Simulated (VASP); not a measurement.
# NaCl (P6_3/mmc) in VASP: relaxation of cell and atoms with r2SCAN

Aim: the relaxation of cell and atoms of NaCl with r2SCAN.

Everything below comes from runs of VASP 6.6.1. Logs are shortened: lines on timing, memory, paths and dates and some standing lists are left out, and cuts for length are marked.

### 1 The cell of the first run

The structure is hexagonal, space group P6_3/mmc (No. 194). The conventional cell has a = 4.778 Å, b = 4.778 Å, c = 5.657 Å, α = 90.00°, β = 90.00°, γ = 120.00°. Na (site symmetry -6m2) has 5 Cl at 2.76 to 2.83 Å within 3.6 Å. Within 3.6 Å of Cl (site symmetry -6m2) lie 5 Na at 2.76 to 2.83 Å.

### 2 Relaxation of cell and atoms, r2SCAN

POSCAR

```
NaCl
1.0
    4.7781961819      0.0000000000      0.0000000000
   -2.3890980909      4.1380392778      0.0000000000
    0.0000000000      0.0000000000      5.6573014742
Na Cl
2 2
Direct
    0.3333333333      0.6666666667      0.2500000000
    0.6666666667      0.3333333333      0.7500000000
    0.6666666667      0.3333333333      0.2500000000
    0.3333333333      0.6666666667      0.7500000000
```

INCAR.step1

```
SYSTEM = NaCl
PREC = Accurate ; ENCUT = 600
ISMEAR = -1 ; SIGMA = 0.02
LREAL = .False. ; LASPH = .True.
NELM = 80 ; GGA = PE
ALGO = Normal ; EDIFF = 1E-4
LWAVE = .True. ; LCHARG = .False.
```

INCAR.step2

```
SYSTEM = NaCl
PREC = Accurate ; ENCUT = 600
EDIFF = 1E-6 ; ISMEAR = -1
SIGMA = 0.02 ; LREAL = .False.
LASPH = .True. ; NELM = 80
ALGO = Normal ; ISIF = 3
LWAVE = .False. ; LCHARG = .False.
METAGGA = R2SCAN ; LMIXTAU = .True.
IBRION = 2 ; NSW = 80
EDIFFG = -0.005 ; ISTART = 1
```

KPOINTS

```
Automatic mesh
0
Gamma
  6 6 4
  0 0 0
```

Potentials or basis: VASP PAW PBE potentials, release 64 (Na_pv, Cl).

Run with:

```console
cat potpaw_PBE.64/Na_pv/POTCAR potpaw_PBE.64/Cl/POTCAR > POTCAR
cp INCAR.step1 INCAR
mpirun -np 1 vasp_std > vasp.out
cp INCAR.step2 INCAR
mpirun -np 1 vasp_std > vasp.out
```

OUTCAR:

```text
SYSTEM = NaCl
   PREC = Accurate
   ENCUT = 600
   EDIFF = 1E-6
   ISMEAR = -1
   LREAL = .False.
   LASPH = .True.
   NELM = 80
   ISIF = 3
   METAGGA = R2SCAN
   IBRION = 2
   NSW = 80
   EDIFFG = -0.005
   ISTART = 1

 ion  position               nearest neighbor table
   1  0.333  0.667  0.250-
   2  0.667  0.333  0.750-
   3  0.667  0.333  0.250-
   4  0.333  0.667  0.750-

  LATTYP: Found a hexagonal cell.
 ALAT       =     4.7781961819
 C/A-ratio  =     1.1839826702

  Lattice vectors:

 A1 = (   4.7781961819,   0.0000000000,   0.0000000000)
 A2 = (  -2.3890980909,   4.1380392778,   0.0000000000)
 A3 = (   0.0000000000,   0.0000000000,   5.6573014742)

Analysis of symmetry for initial positions (statically):
=====================================================================
 Subroutine PRICEL returns:
 Original cell was already a primitive cell.

 Routine SETGRP: Setting up the symmetry group for a
 hexagonal supercell.

 Subroutine GETGRP returns: Found 24 space group operations
 (whereof 12 operations were pure point group operations)
 out of a pool of 24 trial point group operations.

The static configuration has the point symmetry D_3d.
 The point group associated with its full space group is D_6h.

Analysis of symmetry for dynamics (positions and initial velocities):
=====================================================================
 Subroutine PRICEL returns:
 Original cell was already a primitive cell.

 Routine SETGRP: Setting up the symmetry group for a
 hexagonal supercell.

 Subroutine GETGRP returns: Found 24 space group operations
 (whereof 12 operations were pure point group operations)
 out of a pool of 24 trial point group operations.

The dynamic configuration has the point symmetry D_3d.
 The point group associated with its full space group is D_6h.

 Subroutine INISYM returns: Found 24 space group operations
 (whereof 12 operations are pure point group operations),
 and found     1 'primitive' translations

----------------------------------------------------------------------------------------

                                     Primitive cell

  volume of cell :     111.8582

  direct lattice vectors                    reciprocal lattice vectors
     4.778196182  0.000000000  0.000000000     0.209283998  0.120830173  0.000000000
    -2.389098091  4.138039278  0.000000000     0.000000000  0.241660345  0.000000000
     0.000000000  0.000000000  5.657301474     0.000000000  0.000000000  0.176762721

  length of vectors
     4.778196182  4.778196182  5.657301474     0.241660345  0.241660345  0.176762721

  position of ions in fractional coordinates (direct lattice)
     0.333333333  0.666666667  0.250000000
     0.666666667  0.333333333  0.750000000
     0.666666667  0.333333333  0.250000000
     0.333333333  0.666666667  0.750000000

  ion indices of the primitive-cell ions
   primitive index   ion index
                 1           1
                 2           2
                 3           3
                 4           4

----------------------------------------------------------------------------------------

 KPOINTS: Automatic mesh

Automatic generation of k-mesh.
 Grid dimensions read from file:
 generate k-points for:    6    6    4

 Generating k-lattice:

  Cartesian coordinates                     Fractional coordinates (reciprocal lattice)
     0.034880666  0.020138362  0.000000000     0.166666667  0.000000000  0.000000000
     0.000000000  0.040276724  0.000000000     0.000000000  0.166666667  0.000000000
     0.000000000  0.000000000  0.044190680     0.000000000  0.000000000  0.250000000

  Length of vectors
     0.040276724  0.040276724  0.044190680

  Shift w.r.t. Gamma in fractional coordinates (k-lattice)
     0.000000000  0.000000000  0.000000000

 Subroutine IBZKPT returns following result:
 ===========================================

 Found     21 irreducible k-points:

 Following reciprocal coordinates:
            Coordinates               Weight
  0.000000  0.000000  0.000000      1.000000
  0.166667  0.000000  0.000000      6.000000
  0.333333  0.000000  0.000000      6.000000
  0.500000  0.000000  0.000000      3.000000
  0.166667  0.166667  0.000000      6.000000
  0.333333  0.166667  0.000000     12.000000
[... 13 lines left out ...]
  0.333333  0.166667  0.500000     12.000000
  0.333333  0.333333  0.500000      2.000000
   k-points           NKPTS =     21   k-points in BZ     NKDIM =     21   number of bands    NBANDS=     18
   number of dos      NEDOS =    301   number of ions     NIONS =      4
   total plane-waves  NPLWV =  76800
   dimension x,y,z NGX =    40 NGY =   40 NGZ =   48
   dimension x,y,z NGXF=    80 NGYF=   80 NGZF=   96
   ions per type =               2   2
   NGX,Y,Z   is equivalent  to a cutoff of  13.92, 13.92, 14.11 a.u.
   NGXF,Y,Z  is equivalent  to a cutoff of  27.83, 27.83, 28.21 a.u.
 SYSTEM =  NaCl
   PREC   = accura    normal or accurate (medium, high low for compatibility)
   ISTART =      1    job   : 0-new  1-cont  2-samecut
   ICHARG =      0    charge: 1-file 2-atom 10-const
   ISPIN  =      1    spin polarized calculation?
   LNONCOLLINEAR =      F non collinear calculations
   LSORBIT =      F    spin-orbit coupling
   LASPH  =      T    aspherical Exc in radial PAW
   ENCUT  =  600.0 eV  44.10 Ry    6.64 a.u.   9.54  9.54 11.30*2*pi/ulx,y,z
   NELM   =     80;   NELMIN=  2; NELMDL=  0     # of ELM steps
   EDIFF  = 0.1E-05   stopping-criterion for ELM
   LREAL  =      F    real-space projection
   EDIFFG = -.5E-02   stopping-criterion for IOM
   NSW    =     80    number of steps for IOM
   IBRION =      2    ionic relax: 0-MD 1-quasi-New 2-CG
   NFREE  =      1    steps in history (QN), initial steepest desc. (CG)
   ISIF   =      3    stress and relaxation
   ISYM   =      2    0-nonsym 1-usesym 2-fastsym
   POTIM  = 0.5000    time-step for ionic-motion
   TEBEG  =    0.0;   TEEND  =   0.0 temperature during run
   PSTRESS=    0.0 pullay stress
   NELECT =      28.0000    total number of electrons
   NUPDOWN=      -1.0000    fix difference up-down
   EMIN   =  10.00;   EMAX   =-10.00  energy-range for DOS
   EFERMI =   0.00;   METHOD = LEGACY
   ISMEAR =    -1;   SIGMA  =   0.02  broadening in eV -4-tet -1-fermi 0-gaus
   EFERMI_NEDOS =   21; number of points for ismear=-14 and -15
   IALGO  =     38    algorithm
   IMIX   =      4    mixing-type and parameters
     AMIX     =   0.40;   BMIX     =  1.00
     AMIX_MAG =   1.60;   BMIX_MAG =  1.00
  volume/ion in A,a.u.               =      27.96       188.71
  Fermi-wavevector in a.u.,A,eV,Ry     =   1.031743  1.949712 14.483315  1.064494
  Thomas-Fermi vector in A             =   2.165906
   LORBIT       =      0    0 simple, 1 ext, 2 COOP (PROOUT), +10 PAW based schemes
   METAGGA = R2SCAN    functional components
   LHFCALC =     F    Hartree Fock is set to
   AEXX    =    0.0000 exact exchange contribution
   IVDW    =     0    specifies the selected vdW correction
   LEPSILON=     F    determine dielectric tensor
   LRPA    =     F    only Hartree local field effects (RPA)
 conjugate gradient relaxation of ions
 non-spin polarized calculation
  energy-cutoff  :      600.00
  volume of cell :      111.86
 maximum number of plane-waves:      3802
 NGX is ok and might be reduce to    40
   NGX = 19   NGY = 19   NGZ = 23

--------------------------------------- Ionic step        1  -------------------------------------------

 number of electron      28.0000001 magnetization

 Free energy of the ion-electron system (eV)
  ---------------------------------------------------
  ext. energy  EPLUGINS =         0.00000000
  ---------------------------------------------------
  free energy    TOTEN  =       -27.32578514 eV

  energy without entropy =      -27.32578514  energy(sigma->0) =      -27.32578514

------------------------ aborting loop because EDIFF is reached ----------------------------------------

  FORCE on cell =-STRESS in cart. coord.  units (eV):
  Direction    XX          YY          ZZ          XY          YZ          ZX
  --------------------------------------------------------------------------------------
  -------------------------------------------------------------------------------------
  Total       -0.6078040     -0.6078040     -0.7469878     -0.0000000     -0.0000000      0.0000000
  in kB       -8.7057514     -8.7057514    -10.6993205     -0.0000000     -0.0000000      0.0000000
  external PRESSURE =      -9.3702744 kB  Pullay stress =       0.0000000 kB

 VOLUME and BASIS-vectors are now :
 -----------------------------------------------------------------------------
  energy-cutoff  :      600.00
  volume of cell :      111.86
      direct lattice vectors                 reciprocal lattice vectors
     4.778196182  0.000000000  0.000000000     0.209283998  0.120830173  0.000000000
    -2.389098091  4.138039278  0.000000000     0.000000000  0.241660345  0.000000000
     0.000000000  0.000000000  5.657301474     0.000000000  0.000000000  0.176762721
[... 115 lines left out ...]
 POSITION                                       TOTAL-FORCE (eV/Angst)
 -----------------------------------------------------------------------------------
     -0.00000      2.70201      1.37861        -0.000000      0.000000     -0.000000
      2.34001      1.35101      4.13584         0.000000     -0.000000     -0.000000
      2.34001      1.35101      1.37861        -0.000000     -0.000000      0.000000
     -0.00000      2.70201      4.13584         0.000000      0.000000     -0.000000
 -----------------------------------------------------------------------------------
    total drift:                               -0.000000      0.000000      0.000000

  FREE ENERGIE OF THE ION-ELECTRON SYSTEM (eV)
  ---------------------------------------------------
  free  energy   TOTEN  =       -27.3411363989 eV

  energy  without entropy=      -27.3411363989  energy(sigma->0) =      -27.34113640

--------------------------------------- Ionic step        5  -------------------------------------------

 number of electron      27.9999993 magnetization

 Free energy of the ion-electron system (eV)
  ---------------------------------------------------
  ext. energy  EPLUGINS =         0.00000000
  ---------------------------------------------------
  free energy    TOTEN  =       -27.34321452 eV

  energy without entropy =      -27.34321452  energy(sigma->0) =      -27.34321452

 E-fermi :  -1.6132     XC(G=0):  -7.6849

 val. band max:       -2.0666723475   @ k =   0.0000   0.0000   0.0000
 cond. band min:       3.4246470611   @ k =   0.0000   0.0000   0.0000
 fundamental gap:      5.4913194085
 Fermi energy:        -1.6131631195

 k-point     1 :       0.0000    0.0000    0.0000
  band No.  band energies     occupation
      1     -23.6273      2.00000
      2     -23.6269      2.00000
      3     -23.6267      2.00000
      4     -23.6193      2.00000
      5     -23.6190      2.00000
      6     -23.6075      2.00000
[... 10 lines left out ...]
     17       8.4342      0.00000
     18       8.4344      0.00000
[... 440 lines left out ...]
 POSITION                                       TOTAL-FORCE (eV/Angst)
 -----------------------------------------------------------------------------------
     -0.00000      2.71812      1.38876        -0.000000     -0.000000      0.000000
      2.35396      1.35906      4.16628         0.000000      0.000000      0.000000
      2.35396      1.35906      1.38876        -0.000000     -0.000000     -0.000000
     -0.00000      2.71812      4.16628         0.000000     -0.000000     -0.000000
 -----------------------------------------------------------------------------------
    total drift:                               -0.000000      0.000000      0.000000

  FREE ENERGIE OF THE ION-ELECTRON SYSTEM (eV)
  ---------------------------------------------------
  free  energy   TOTEN  =       -27.3432145216 eV

  energy  without entropy=      -27.3432145216  energy(sigma->0) =      -27.34321452

 reached required accuracy - stopping structural energy minimisation
```

Wall time 5.9 min (1 thread of Intel Xeon 6975P-C (Granite Rapids), shared host); peak memory 0.3 GiB.

Results:

| Property | Result |
| --- | --- |
| Free energy | -27.3432 eV |
| Relaxed volume | 26.66 Å³/atom |
| Relaxed cell | a = 4.708 Å, b = 4.708 Å, c = 5.555 Å, α = 90.00°, β = 90.00°, γ = 120.00° |
| Space group after relaxing (to 0.1 Å) | P6_3/mmc (No. 194) |
| Energy gained by relaxing | 4.4 meV/atom |
| Ionic steps | 5 |
| Pressure after relaxing | 0.0 GPa |
| Band gap on the k mesh | 5.49 eV |

The path:
| step | energy change (eV) | largest force (eV/Å) | pressure (GPa) | volume (Å³) |
| --- | --- | --- | --- | --- |
| 1 | 0.0000 | 0.0000 | -0.94 | 111.86 |
| 2 | -0.0125 | 0.0000 | -0.50 | 109.23 |
| 3 | -0.0164 | 0.0000 | -0.21 | 107.67 |
| 4 | -0.0154 | 0.0000 | 0.43 | 104.60 |
| 5 | -0.0174 | 0.0000 | -0.01 | 106.63 |

Final structure:
```
CELL_PARAMETERS angstrom
4.70792 0.00000 0.00000
-2.35396 4.07718 0.00000
0.00000 0.00000 5.55504
ATOMIC_POSITIONS crystal
Na 0.33333 0.66667 0.25000
Na 0.66667 0.33333 0.75000
Cl 0.66667 0.33333 0.25000
Cl 0.33333 0.66667 0.75000
```

Caveat: the PAW data sets were made with another functional, which shifts forces and pressure a little.
